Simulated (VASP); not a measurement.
# HW3C4 in VASP: single point with PBEsol

Aim: the single point of HW3C4 with PBEsol.

Everything below comes from runs of VASP 6.6.1. Logs are shortened: lines on timing, memory, paths and dates and some standing lists are left out, and cuts for length are marked.

## Step 1: The cell of the first run

The cell holds a slab with vacuum, 8 atoms: a = 2.828 Å, b = 2.898 Å, c = 25.957 Å, α = 90.00°, β = 90.00°, γ = 90.00°.

## Step 2: Single point, PBEsol

File INCAR:

```
ALGO     = Normal         # electronic algorithm
DIPOL    = 0.5 0.5 0.488
EDIFF    = 1E-7           # SCF threshold, eV
ENCUT    = 520            # plane-wave cutoff, eV
GGA      = PS             # functional
IDIPOL   = 3            
ISIF     = 2              # what is computed and relaxed
ISMEAR   = 0              # smearing method
LASPH    = T              # aspherical terms in the spheres
LCHARG   = F              # write CHGCAR
LDIPOL   = T            
LREAL    = F              # projectors in reciprocal space
LWAVE    = F              # write WAVECAR
NBANDS   = 40             # bands
NELM     = 60             # most SCF steps
PREC     = Accurate       # precision mode
SIGMA    = 0.1            # smearing width, eV
```

File KPOINTS:

```
k-points
0
Gamma
  10 10 1
```

File POSCAR:

```
HW3C4
1.0
    2.8276119036      0.0000000000      0.0000000000
    0.0000000000      2.8984136670      0.0000000000
    0.0000000000      0.0000000000     25.9568996880
C W H
4 3 1
Direct
    0.5000000000      0.0000000000      0.3274659186
    0.5000000000      0.5000000000      0.4241685255
    0.5000494655     -0.0013225164      0.5206710535
    0.5000197157      0.6792891487      0.6108470125
    0.0000000000      0.5000000000      0.3597001209
    0.0000104971     -0.0012752105      0.4564888705
    0.0000321337      0.5151210724      0.5556201277
    0.5000776708      0.7547468181      0.6522742921
```

Potentials or basis: VASP PAW PBE potentials, release 64 (C, W_sv, H).

Started as:

```bash
$ cat potpaw_PBE.64/C/POTCAR potpaw_PBE.64/W_sv/POTCAR potpaw_PBE.64/H/POTCAR > POTCAR
$ mpirun -np 1 vasp_std > vasp.out
```

OUTCAR:

```text
EDIFF = 1E-7
   ENCUT = 520
   GGA = PS
   ISIF = 2
   ISMEAR = 0
   LASPH = T
   LREAL = F
   NELM = 60
   PREC = Accurate

 ion  position               nearest neighbor table
   1  0.500  0.000  0.327-   5 2.19   5 2.19   5 2.19   5 2.19
   2  0.500  0.500  0.424-   6 2.19   6 2.19   5 2.19   5 2.19   6 2.19   6 2.19
   3  0.500  0.999  0.521-   6 2.18   6 2.19   7 2.19   7 2.19   7 2.25   7 2.25
   4  0.500  0.679  0.611-   8 1.10   7 2.07   7 2.07
   5  0.000  0.500  0.360-   1 2.19   1 2.19   1 2.19   1 2.19   2 2.19   2 2.19   6 2.90   6 2.90

   6  0.000  0.999  0.456-   3 2.18   3 2.19   2 2.19   2 2.19   2 2.19   2 2.19   5 2.90   5 2.90
                             7 2.93   7 2.98
   7  0.000  0.515  0.556-   4 2.07   4 2.07   3 2.19   3 2.19   3 2.25   3 2.25   6 2.93   6 2.98

   8  0.500  0.755  0.652-   4 1.10

  LATTYP: Found a simple orthorhombic cell.
 ALAT       =     2.8276119036
 B/A-ratio  =     1.0250394205
 C/A-ratio  =     9.1797957333

  Lattice vectors:

 A1 = (   2.8276119036,   0.0000000000,   0.0000000000)
 A2 = (   0.0000000000,   2.8984136670,   0.0000000000)
 A3 = (   0.0000000000,   0.0000000000,  25.9568996880)

Analysis of symmetry for initial positions (statically):
=====================================================================
 Subroutine PRICEL returns:
 Original cell was already a primitive cell.

 Routine SETGRP: Setting up the symmetry group for a
 simple orthorhombic supercell.

 Subroutine GETGRP returns: Found  1 space group operations
 (whereof  1 operations were pure point group operations)
 out of a pool of  8 trial point group operations.

The static configuration has the point symmetry C_1 .

Analysis of symmetry for dynamics (positions and initial velocities):
=====================================================================
 Subroutine PRICEL returns:
 Original cell was already a primitive cell.

 Routine SETGRP: Setting up the symmetry group for a
 simple orthorhombic supercell.

 Subroutine GETGRP returns: Found  1 space group operations
 (whereof  1 operations were pure point group operations)
 out of a pool of  8 trial point group operations.

The dynamic configuration has the point symmetry C_1 .

 Subroutine INISYM returns: Found  1 space group operations
 (whereof  1 operations are pure point group operations),
 and found     1 'primitive' translations

----------------------------------------------------------------------------------------

                                     Primitive cell

  volume of cell :     212.7321

  direct lattice vectors                    reciprocal lattice vectors
     2.827611904  0.000000000  0.000000000     0.353655323  0.000000000  0.000000000
     0.000000000  2.898413667  0.000000000     0.000000000  0.345016314  0.000000000
     0.000000000  0.000000000 25.956899688     0.000000000  0.000000000  0.038525402

  length of vectors
     2.827611904  2.898413667 25.956899688     0.353655323  0.345016314  0.038525402

  position of ions in fractional coordinates (direct lattice)
     0.500000000  0.000000000  0.327465919
     0.500000000  0.500000000  0.424168526
     0.500049465  0.998677484  0.520671054
     0.500019716  0.679289149  0.610847013
     0.000000000  0.500000000  0.359700121
     0.000010497  0.998724790  0.456488871
     0.000032134  0.515121072  0.555620128
     0.500077671  0.754746818  0.652274292

  ion indices of the primitive-cell ions
   primitive index   ion index
                 1           1
                 2           2
                 3           3
                 4           4
                 5           5
                 6           6
                 7           7
                 8           8

----------------------------------------------------------------------------------------

 KPOINTS: k-points

Automatic generation of k-mesh.
 Grid dimensions read from file:
 generate k-points for:   10   10    1

 Generating k-lattice:

  Cartesian coordinates                     Fractional coordinates (reciprocal lattice)
     0.035365532  0.000000000  0.000000000     0.100000000  0.000000000  0.000000000
     0.000000000  0.034501631  0.000000000     0.000000000  0.100000000  0.000000000
     0.000000000  0.000000000  0.038525402     0.000000000  0.000000000  1.000000000

  Length of vectors
     0.035365532  0.034501631  0.038525402

  Shift w.r.t. Gamma in fractional coordinates (k-lattice)
     0.000000000  0.000000000  0.000000000

 Subroutine IBZKPT returns following result:
 ===========================================

 Found     52 irreducible k-points:

 Following reciprocal coordinates:
            Coordinates               Weight
  0.000000  0.000000  0.000000      1.000000
  0.100000  0.000000  0.000000      2.000000
  0.200000  0.000000  0.000000      2.000000
  0.300000  0.000000  0.000000      2.000000
  0.400000  0.000000  0.000000      2.000000
  0.500000  0.000000  0.000000      1.000000
[... 16 lines left out ...]
  0.300000 -0.200000  0.000000      2.000000
  0.400000  0.200000  0.000000      2.000000
 [... further k-points ...]
   k-points           NKPTS =     52   k-points in BZ     NKDIM =     52   number of bands    NBANDS=     40
   number of dos      NEDOS =    301   number of ions     NIONS =      8
   total plane-waves  NPLWV = 112896
   dimension x,y,z NGX =    24 NGY =   24 NGZ =  196
   dimension x,y,z NGXF=    48 NGYF=   48 NGZF=  392
   ions per type =               4   3   1
   NGX,Y,Z   is equivalent  to a cutoff of  14.11, 13.77, 12.55 a.u.
   NGXF,Y,Z  is equivalent  to a cutoff of  28.22, 27.53, 25.11 a.u.
 SYSTEM =  unknown system
   PREC   = accura    normal or accurate (medium, high low for compatibility)
   ISTART =      0    job   : 0-new  1-cont  2-samecut
   ICHARG =      2    charge: 1-file 2-atom 10-const
   ISPIN  =      1    spin polarized calculation?
   LNONCOLLINEAR =      F non collinear calculations
   LSORBIT =      F    spin-orbit coupling
   LASPH  =      T    aspherical Exc in radial PAW
   ENCUT  =  520.0 eV  38.22 Ry    6.18 a.u.   5.26  5.39 48.26*2*pi/ulx,y,z
   NELM   =     60;   NELMIN=  2; NELMDL= -5     # of ELM steps
   EDIFF  = 0.1E-06   stopping-criterion for ELM
   LREAL  =      F    real-space projection
   EDIFFG = 0.1E-05   stopping-criterion for IOM
   NSW    =      0    number of steps for IOM
   IBRION =     -1    ionic relax: 0-MD 1-quasi-New 2-CG
   NFREE  =      0    steps in history (QN), initial steepest desc. (CG)
   ISIF   =      2    stress and relaxation
   ISYM   =      2    0-nonsym 1-usesym 2-fastsym
   POTIM  = 0.5000    time-step for ionic-motion
   TEBEG  =    0.0;   TEEND  =   0.0 temperature during run
   PSTRESS=    0.0 pullay stress
   NELECT =      59.0000    total number of electrons
   NUPDOWN=      -1.0000    fix difference up-down
   EMIN   =  10.00;   EMAX   =-10.00  energy-range for DOS
   EFERMI =   0.00;   METHOD = LEGACY
   ISMEAR =     0;   SIGMA  =   0.10  broadening in eV -4-tet -1-fermi 0-gaus
   EFERMI_NEDOS =   21; number of points for ismear=-14 and -15
   IALGO  =     38    algorithm
   IMIX   =      4    mixing-type and parameters
     AMIX     =   0.40;   BMIX     =  1.00
     AMIX_MAG =   1.60;   BMIX_MAG =  1.00
  volume/ion in A,a.u.               =      26.59       179.45
  Fermi-wavevector in a.u.,A,eV,Ry     =   1.067615  2.017499 15.507933  1.139801
  Thomas-Fermi vector in A             =   2.203237
   LORBIT       =      0    0 simple, 1 ext, 2 COOP (PROOUT), +10 PAW based schemes
   GGA     = PS    functional components
   LHFCALC =     F    Hartree Fock is set to
   AEXX    =    0.0000 exact exchange contribution
   IVDW    =     0    specifies the selected vdW correction
   LEPSILON=     F    determine dielectric tensor
   LRPA    =     F    only Hartree local field effects (RPA)
 non-spin polarized calculation
 Gauss-broadening in eV      SIGMA  =   0.10
  energy-cutoff  :      520.00
  volume of cell :      212.73
 maximum number of plane-waves:      5782
 NGX is ok and might be reduce to    24
   NGX = 11   NGY = 11   NGZ = 97

 dipolmoment           0.000000      0.000000      0.013606 electrons x Angstroem

 number of electron      58.9999996 magnetization

 dipolmoment           0.000000      0.000000     -0.073584 electrons x Angstroem

 Free energy of the ion-electron system (eV)
  ---------------------------------------------------
  ext. energy  EPLUGINS =         0.00000000
  ---------------------------------------------------
  free energy    TOTEN  =       -79.92268139 eV

  energy without entropy =      -79.90506321  energy(sigma->0) =      -79.91387230

 E-fermi :   0.0237     XC(G=0):  -5.3562

 val. band max:        0.0214582026   @ k =   0.3000  -0.4000   0.0000
 cond. band min:       0.0469855820   @ k =   0.4000   0.5000   0.0000
 fundamental gap:      0.0255273794
 Fermi energy:         0.0236528721

 k-point     1 :       0.0000    0.0000    0.0000
  band No.  band energies     occupation
      1     -73.8939      2.00000
      2     -73.7357      2.00000
      3     -73.6196      2.00000
      4     -38.4209      2.00000
      5     -38.0449      2.00000
      6     -37.8393      2.00000
[... 32 lines left out ...]
     39       4.9431      0.00000
     40       4.9943      0.00000

 k-point     2 :       0.1000    0.0000    0.0000
  band No.  band energies     occupation
      1     -73.8899      2.00000
      2     -73.7317      2.00000
      3     -73.6155      2.00000
      4     -38.4109      2.00000
      5     -38.0362      2.00000
      6     -37.8775      2.00000
[... 935 lines left out ...]
     39       6.0974      0.00000
     40       6.2918      0.00000

 k-point    24 :       0.4000    0.2000    0.0000
  band No.  band energies     occupation
      1     -73.8454      2.00000
      2     -73.6871      2.00000
      3     -73.5708      2.00000
      4     -38.4469      2.00000
      5     -38.3570      2.00000
      6     -38.2845      2.00000
[... 32 lines left out ...]
     39       5.9518      0.00000
     40       6.1880      0.00000

 [... further k-points ...]

------------------------ aborting loop because EDIFF is reached ----------------------------------------

 vacuum level on the upper side and lower side of the slab       (xc-potential included)        -0.892         0.691

  FORCE on cell =-STRESS in cart. coord.  units (eV):
  Direction    XX          YY          ZZ          XY          YZ          ZX
  --------------------------------------------------------------------------------------
  -------------------------------------------------------------------------------------
  Total       -2.4865718     -4.5957880     -2.0949230      0.0001099      0.1037878     -0.0014931
  in kB      -18.7274481    -34.6128672    -15.7777710      0.0008274      0.7816708     -0.0112448
  external PRESSURE =     -23.0393621 kB  Pullay stress =       0.0000000 kB

 VOLUME and BASIS-vectors are now :
 -----------------------------------------------------------------------------
  energy-cutoff  :      520.00
  volume of cell :      212.73
      direct lattice vectors                 reciprocal lattice vectors
     2.827611904  0.000000000  0.000000000     0.353655323  0.000000000  0.000000000
     0.000000000  2.898413667  0.000000000     0.000000000  0.345016314  0.000000000
     0.000000000  0.000000000 25.956899688     0.000000000  0.000000000  0.038525402

 POSITION                                       TOTAL-FORCE (eV/Angst)
 -----------------------------------------------------------------------------------
      1.41381      0.00000      8.50000        -0.000013     -0.036064      2.626041
      1.41381      1.44921     11.01010         0.000466      0.001696     -0.151636
      1.41395      2.89458     13.51501        -0.000932      0.004023      0.008893
      1.41386      1.96886     15.85569         0.000304      0.005726      0.035994
      0.00000      1.44921      9.33670         0.000027      0.025097     -2.543686
      0.00003      2.89472     11.84904         0.000196      0.001243      0.012636
      0.00009      1.49303     14.42218         0.000198     -0.010724     -0.007057
      1.41403      2.18757     16.93102        -0.000246      0.009004      0.018814
 -----------------------------------------------------------------------------------
    total drift:                                0.000002     -0.000066     -0.000248

  FREE ENERGIE OF THE ION-ELECTRON SYSTEM (eV)
  ---------------------------------------------------
  free  energy   TOTEN  =       -79.9226813939 eV

  energy  without entropy=      -79.9050632103  energy(sigma->0) =      -79.91387230

 vacuum level on the upper side and lower side of the slab         4.264         5.875
```

It took 12 min on 1 thread of Intel Xeon Platinum 8259CL at 2.50GHz (Skylake/Cascade Lake), shared host; peak memory 0.56 GiB.

What came out:

```yaml
Free_energy: -79.9227 eV
Largest_force: 2.626 eV/Å
```

Forces on the atoms (eV/Å):
```
C    0.000 -0.036  2.626
C    0.000  0.002 -0.152
C   -0.001  0.004  0.009
C    0.000  0.006  0.036
W    0.000  0.025 -2.544
W    0.000  0.001  0.013
W    0.000 -0.011 -0.007
H    0.000  0.009  0.019
```

Caveat: the PAW data sets were made with another functional, which shifts forces and pressure a little; spin-orbit coupling is left out, which moves the levels of the heavy elements.
